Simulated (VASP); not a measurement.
# La3AlAs (Pm-3m) in VASP: relaxation of cell and atoms with LDA

Aim: the relaxation of cell and atoms of La3AlAs with LDA.

All numbers are computed with VASP 6.6.1; they aren't measurements. Logs are shortened: lines on timing, memory, paths and dates and some standing lists are left out, and cuts for length are marked.

## 1. The cell of the first run

The structure is cubic, space group Pm-3m (No. 221). Conventional cell: a = 5.700 Å, b = 5.700 Å, c = 5.700 Å, α = 90.00°, β = 90.00°, γ = 90.00°. Within 5.3 Å of Al (site symmetry m-3m) lie 12 La at 4.03 Å and 8 As at 4.94 Å. As (site symmetry m-3m) has 6 La at 2.85 Å within 3.8 Å. La (site symmetry 4/mmm) has 2 As at 2.85 Å within 3.8 Å.

## 2. Relaxation of cell and atoms, LDA

Contents of INCAR:

```
SYSTEM = La3AlAs
  PREC = Accurate
  ENCUT = 600
  EDIFF = 1E-6
  ISMEAR = 0
  SIGMA = 0.05
  LREAL = .FALSE.
  LASPH = .TRUE.
  NELM = 80
  ALGO = Normal
  ISIF = 3
  LWAVE = .FALSE.
  LCHARG = .FALSE.
  GGA = CA
  IBRION = 2
  NSW = 80
  EDIFFG = -0.01
```

Contents of KPOINTS:

```
Automatic mesh
0
G
  5 5 5
  0 0 0
```

Contents of POSCAR:

```
La3AlAs
1.0
    5.7000000000      0.0000000000      0.0000000000
    0.0000000000      5.7000000000      0.0000000000
    0.0000000000      0.0000000000      5.7000000000
Al As La
1 1 3
Direct
    0.0000000000      0.0000000000      0.0000000000
    0.5000000000      0.5000000000      0.5000000000
    0.5000000000      0.5000000000      0.0000000000
    0.0000000000      0.5000000000      0.5000000000
    0.5000000000      0.0000000000      0.5000000000
```

Potentials or basis: VASP PAW LDA potentials, release 64 (Al, As, La).

Launch:

```
$ cat potpaw_LDA.64/Al/POTCAR potpaw_LDA.64/As/POTCAR potpaw_LDA.64/La/POTCAR > POTCAR
$ mpirun -np 1 vasp_std > vasp.out
```

OUTCAR:

```text
SYSTEM = La3AlAs
   PREC = Accurate
   ENCUT = 600
   EDIFF = 1E-6
   ISMEAR = 0
   LREAL = .FALSE.
   LASPH = .TRUE.
   NELM = 80
   ISIF = 3
   GGA = CA
   IBRION = 2
   NSW = 80
   EDIFFG = -0.01

 ion  position               nearest neighbor table
   1  0.000  0.000  0.000-
   2  0.500  0.500  0.500-   3 2.85   4 2.85   5 2.85   3 2.85   5 2.85   4 2.85
   3  0.500  0.500  0.000-   2 2.85   2 2.85
   4  0.000  0.500  0.500-   2 2.85   2 2.85
   5  0.500  0.000  0.500-   2 2.85   2 2.85

  LATTYP: Found a simple cubic cell.
 ALAT       =     5.7000000000

  Lattice vectors:

 A1 = (   5.7000000000,   0.0000000000,   0.0000000000)
 A2 = (   0.0000000000,   5.7000000000,   0.0000000000)
 A3 = (   0.0000000000,   0.0000000000,   5.7000000000)

Analysis of symmetry for initial positions (statically):
=====================================================================
 Subroutine PRICEL returns:
 Original cell was already a primitive cell.

 Routine SETGRP: Setting up the symmetry group for a
 simple cubic supercell.

 Subroutine GETGRP returns: Found 48 space group operations
 (whereof 48 operations were pure point group operations)
 out of a pool of 48 trial point group operations.

The static configuration has the point symmetry O_h .

Analysis of symmetry for dynamics (positions and initial velocities):
=====================================================================
 Subroutine PRICEL returns:
 Original cell was already a primitive cell.

 Routine SETGRP: Setting up the symmetry group for a
 simple cubic supercell.

 Subroutine GETGRP returns: Found 48 space group operations
 (whereof 48 operations were pure point group operations)
 out of a pool of 48 trial point group operations.

The dynamic configuration has the point symmetry O_h .

 Subroutine INISYM returns: Found 48 space group operations
 (whereof 48 operations are pure point group operations),
 and found     1 'primitive' translations

----------------------------------------------------------------------------------------

                                     Primitive cell

  volume of cell :     185.1930

  direct lattice vectors                    reciprocal lattice vectors
     5.700000000  0.000000000  0.000000000     0.175438596  0.000000000  0.000000000
     0.000000000  5.700000000  0.000000000     0.000000000  0.175438596  0.000000000
     0.000000000  0.000000000  5.700000000     0.000000000  0.000000000  0.175438596

  length of vectors
     5.700000000  5.700000000  5.700000000     0.175438596  0.175438596  0.175438596

  position of ions in fractional coordinates (direct lattice)
     0.000000000  0.000000000  0.000000000
     0.500000000  0.500000000  0.500000000
     0.500000000  0.500000000  0.000000000
     0.000000000  0.500000000  0.500000000
     0.500000000  0.000000000  0.500000000

  ion indices of the primitive-cell ions
   primitive index   ion index
                 1           1
                 2           2
                 3           3
                 4           4
                 5           5

----------------------------------------------------------------------------------------

 KPOINTS: Automatic mesh

Automatic generation of k-mesh.
 Grid dimensions read from file:
 generate k-points for:    5    5    5

 Generating k-lattice:

  Cartesian coordinates                     Fractional coordinates (reciprocal lattice)
     0.035087719  0.000000000  0.000000000     0.200000000  0.000000000  0.000000000
     0.000000000  0.035087719  0.000000000     0.000000000  0.200000000  0.000000000
     0.000000000  0.000000000  0.035087719     0.000000000  0.000000000  0.200000000

  Length of vectors
     0.035087719  0.035087719  0.035087719

  Shift w.r.t. Gamma in fractional coordinates (k-lattice)
     0.000000000  0.000000000  0.000000000

 Subroutine IBZKPT returns following result:
 ===========================================

 Found     10 irreducible k-points:

 Following reciprocal coordinates:
            Coordinates               Weight
  0.000000  0.000000  0.000000      1.000000
  0.200000  0.000000  0.000000      6.000000
  0.400000  0.000000  0.000000      6.000000
  0.200000  0.200000  0.000000     12.000000
  0.400000  0.200000  0.000000     24.000000
  0.400000  0.400000  0.000000     12.000000
  0.200000  0.200000  0.200000      8.000000
  0.400000  0.200000  0.200000     24.000000
  0.400000  0.400000  0.200000     24.000000
  0.400000  0.400000  0.400000      8.000000
   k-points           NKPTS =     10   k-points in BZ     NKDIM =     10   number of bands    NBANDS=     24
   number of dos      NEDOS =    301   number of ions     NIONS =      5
   total plane-waves  NPLWV = 110592
   dimension x,y,z NGX =    48 NGY =   48 NGZ =   48
   dimension x,y,z NGXF=    96 NGYF=   96 NGZF=   96
   ions per type =               1   1   3
   NGX,Y,Z   is equivalent  to a cutoff of  14.00, 14.00, 14.00 a.u.
   NGXF,Y,Z  is equivalent  to a cutoff of  28.00, 28.00, 28.00 a.u.
 SYSTEM =  La3AlAs
   PREC   = accura    normal or accurate (medium, high low for compatibility)
   ISTART =      0    job   : 0-new  1-cont  2-samecut
   ICHARG =      2    charge: 1-file 2-atom 10-const
   ISPIN  =      1    spin polarized calculation?
   LNONCOLLINEAR =      F non collinear calculations
   LSORBIT =      F    spin-orbit coupling
   LASPH  =      T    aspherical Exc in radial PAW
   ENCUT  =  600.0 eV  44.10 Ry    6.64 a.u.  11.38 11.38 11.38*2*pi/ulx,y,z
   NELM   =     80;   NELMIN=  2; NELMDL= -5     # of ELM steps
   EDIFF  = 0.1E-05   stopping-criterion for ELM
   LREAL  =      F    real-space projection
   EDIFFG = -.1E-01   stopping-criterion for IOM
   NSW    =     80    number of steps for IOM
   IBRION =      2    ionic relax: 0-MD 1-quasi-New 2-CG
   NFREE  =      1    steps in history (QN), initial steepest desc. (CG)
   ISIF   =      3    stress and relaxation
   ISYM   =      2    0-nonsym 1-usesym 2-fastsym
   POTIM  = 0.5000    time-step for ionic-motion
   TEBEG  =    0.0;   TEEND  =   0.0 temperature during run
   PSTRESS=    0.0 pullay stress
   NELECT =      41.0000    total number of electrons
   NUPDOWN=      -1.0000    fix difference up-down
   EMIN   =  10.00;   EMAX   =-10.00  energy-range for DOS
   EFERMI =   0.00;   METHOD = LEGACY
   ISMEAR =     0;   SIGMA  =   0.05  broadening in eV -4-tet -1-fermi 0-gaus
   EFERMI_NEDOS =   21; number of points for ismear=-14 and -15
   IALGO  =     38    algorithm
   IMIX   =      4    mixing-type and parameters
     AMIX     =   0.40;   BMIX     =  1.00
     AMIX_MAG =   1.60;   BMIX_MAG =  1.00
  volume/ion in A,a.u.               =      37.04       249.95
  Fermi-wavevector in a.u.,A,eV,Ry     =   0.990363  1.871516 13.344862  0.980820
  Thomas-Fermi vector in A             =   2.122028
   LORBIT       =      0    0 simple, 1 ext, 2 COOP (PROOUT), +10 PAW based schemes
   GGA     = CA    functional components
   LHFCALC =     F    Hartree Fock is set to
   AEXX    =    0.0000 exact exchange contribution
   IVDW    =     0    specifies the selected vdW correction
   LEPSILON=     F    determine dielectric tensor
   LRPA    =     F    only Hartree local field effects (RPA)
 conjugate gradient relaxation of ions
 non-spin polarized calculation
 Gauss-broadening in eV      SIGMA  =   0.05
  energy-cutoff  :      600.00
  volume of cell :      185.19
 maximum number of plane-waves:      6202
 NGX is ok and might be reduce to    48
   NGX = 23   NGY = 23   NGZ = 23

--------------------------------------- Ionic step        1  -------------------------------------------

 number of electron      40.9999994 magnetization

 Free energy of the ion-electron system (eV)
  ---------------------------------------------------
  ext. energy  EPLUGINS =         0.00000000
  ---------------------------------------------------
  free energy    TOTEN  =       -27.74258145 eV

  energy without entropy =      -27.73139964  energy(sigma->0) =      -27.73699054

------------------------ aborting loop because EDIFF is reached ----------------------------------------

  FORCE on cell =-STRESS in cart. coord.  units (eV):
  Direction    XX          YY          ZZ          XY          YZ          ZX
  --------------------------------------------------------------------------------------
  -------------------------------------------------------------------------------------
  Total       -3.4573477     -3.4573477     -3.4573477     -0.0000000     -0.0000000      0.0000000
  in kB      -29.9108719    -29.9108719    -29.9108719     -0.0000000     -0.0000000      0.0000000
  external PRESSURE =     -29.9108719 kB  Pullay stress =       0.0000000 kB

 VOLUME and BASIS-vectors are now :
 -----------------------------------------------------------------------------
  energy-cutoff  :      600.00
  volume of cell :      185.19
      direct lattice vectors                 reciprocal lattice vectors
     5.700000000  0.000000000  0.000000000     0.175438596  0.000000000  0.000000000
     0.000000000  5.700000000  0.000000000     0.000000000  0.175438596  0.000000000
     0.000000000  0.000000000  5.700000000     0.000000000  0.000000000  0.175438596

 POSITION                                       TOTAL-FORCE (eV/Angst)
 -----------------------------------------------------------------------------------
      0.00000      0.00000      0.00000         0.000000      0.000000      0.000000
      2.85000      2.85000      2.85000         0.000000      0.000000      0.000000
      2.85000      2.85000      0.00000         0.000000      0.000000      0.000000
      0.00000      2.85000      2.85000         0.000000      0.000000      0.000000
      2.85000      0.00000      2.85000         0.000000      0.000000      0.000000
 -----------------------------------------------------------------------------------
    total drift:                                0.000000     -0.000000     -0.000000

  FREE ENERGIE OF THE ION-ELECTRON SYSTEM (eV)
  ---------------------------------------------------
  free  energy   TOTEN  =       -27.7425814464 eV
[... 26 lines left out ...]
 POSITION                                       TOTAL-FORCE (eV/Angst)
 -----------------------------------------------------------------------------------
      0.00000      0.00000      0.00000        -0.000000      0.000000      0.000000
      2.75493      2.75493      2.75493        -0.000000      0.000000      0.000000
      2.75493      2.75493     -0.00000        -0.000000      0.000000      0.000000
     -0.00000      2.75493      2.75493         0.000000     -0.000000      0.000000
      2.75493     -0.00000      2.75493        -0.000000     -0.000000      0.000000
 -----------------------------------------------------------------------------------
    total drift:                                0.000000     -0.000000     -0.000000

  FREE ENERGIE OF THE ION-ELECTRON SYSTEM (eV)
  ---------------------------------------------------
  free  energy   TOTEN  =       -27.8292270065 eV

  energy  without entropy=      -27.8239487921  energy(sigma->0) =      -27.82658790

--------------------------------------- Ionic step        3  -------------------------------------------

 number of electron      41.0000003 magnetization

 Free energy of the ion-electron system (eV)
  ---------------------------------------------------
  ext. energy  EPLUGINS =         0.00000000
  ---------------------------------------------------
  free energy    TOTEN  =       -27.86221762 eV

  energy without entropy =      -27.85485894  energy(sigma->0) =      -27.85853828

 E-fermi :   5.6076     XC(G=0):  -9.1804

 val. band max:        5.5893730741   @ k =   0.2000   0.2000   0.0000
 cond. band min:       5.6506955581   @ k =   0.4000   0.4000   0.4000
 fundamental gap:      0.0613224839
 Fermi energy:         5.6075799150

 k-point     1 :       0.0000    0.0000    0.0000
  band No.  band energies     occupation
      1     -27.0308      2.00000
      2     -26.9020      2.00000
      3     -26.9020      2.00000
      4     -11.2318      2.00000
      5     -11.2318      2.00000
      6     -11.2318      2.00000
[... 16 lines left out ...]
     23       6.5021      0.00000
     24       6.5021      0.00000

 k-point     2 :       0.2000    0.0000    0.0000
  band No.  band energies     occupation
      1     -27.0201      2.00000
      2     -26.9128      2.00000
      3     -26.9019      2.00000
      4     -11.2241      2.00000
      5     -11.2020      2.00000
      6     -11.2020      2.00000
[... 245 lines left out ...]
 VOLUME and BASIS-vectors are now :
 -----------------------------------------------------------------------------
  energy-cutoff  :      600.00
  volume of cell :      173.10
      direct lattice vectors                 reciprocal lattice vectors
     5.573172285 -0.000000000  0.000000000     0.179431022  0.000000000  0.000000000
    -0.000000000  5.573172285 -0.000000000     0.000000000  0.179431022  0.000000000
     0.000000000 -0.000000000  5.573172285    -0.000000000  0.000000000  0.179431022

 POSITION                                       TOTAL-FORCE (eV/Angst)
 -----------------------------------------------------------------------------------
      0.00000      0.00000      0.00000        -0.000000      0.000000      0.000000
      2.78659      2.78659      2.78659        -0.000000     -0.000000      0.000000
      2.78659      2.78659     -0.00000        -0.000000      0.000000      0.000000
     -0.00000      2.78659      2.78659         0.000000      0.000000      0.000000
      2.78659     -0.00000      2.78659        -0.000000     -0.000000      0.000000
 -----------------------------------------------------------------------------------
    total drift:                                0.000000     -0.000000     -0.000000

  FREE ENERGIE OF THE ION-ELECTRON SYSTEM (eV)
  ---------------------------------------------------
  free  energy   TOTEN  =       -27.8622176180 eV

  energy  without entropy=      -27.8548589396  energy(sigma->0) =      -27.85853828

 reached required accuracy - stopping structural energy minimisation
```

It took 4 min on 1 thread of Oxide Virtual Turin-like, shared host; peak memory 0.28 GiB.

Results:

* Free energy: -27.8622 eV
* Relaxed volume: 34.62 Å³/atom
* Relaxed cell: a = 5.573 Å, b = 5.573 Å, c = 5.573 Å, α = 90.00°, β = 90.00°, γ = 90.00°
* Space group after relaxing (to 0.1 Å): Pm-3m (No. 221)
* Energy gained by relaxing: 23.9 meV/atom
* Ionic steps: 3
* Pressure after relaxing: 0.0 GPa
* Band gap on the k mesh: zero (an odd number of electrons rules out a gap without spin polarisation)

The path:
```csv
step,energy change (eV),largest force (eV/Å),pressure (GPa),volume (Å³)
1,0.0000,0.0000,-2.99,185.19
2,-0.0866,0.0000,1.87,167.27
3,-0.1196,0.0000,0.00,173.10
```

Final structure:
```cif
data_structure
_symmetry_space_group_name_H-M 'P 1'
_symmetry_Int_Tables_number 1
_cell_length_a 5.5732
_cell_length_b 5.5732
_cell_length_c 5.5732
_cell_angle_alpha 90.000
_cell_angle_beta 90.000
_cell_angle_gamma 90.000
_cell_volume 173.10
loop_
_atom_site_label
_atom_site_type_symbol
_atom_site_fract_x
_atom_site_fract_y
_atom_site_fract_z
_atom_site_occupancy
Al1 Al 0.00000 0.00000 0.00000 1
As1 As 0.50000 0.50000 0.50000 1
La1 La 0.50000 0.50000 0.00000 1
La2 La 0.00000 0.50000 0.50000 1
La3 La 0.50000 0.00000 0.50000 1
```

Caveat: spin-orbit coupling is left out, which moves the levels of the heavy elements.

The gap in the log of VASP goes by the Fermi energy; the results here count the filled bands.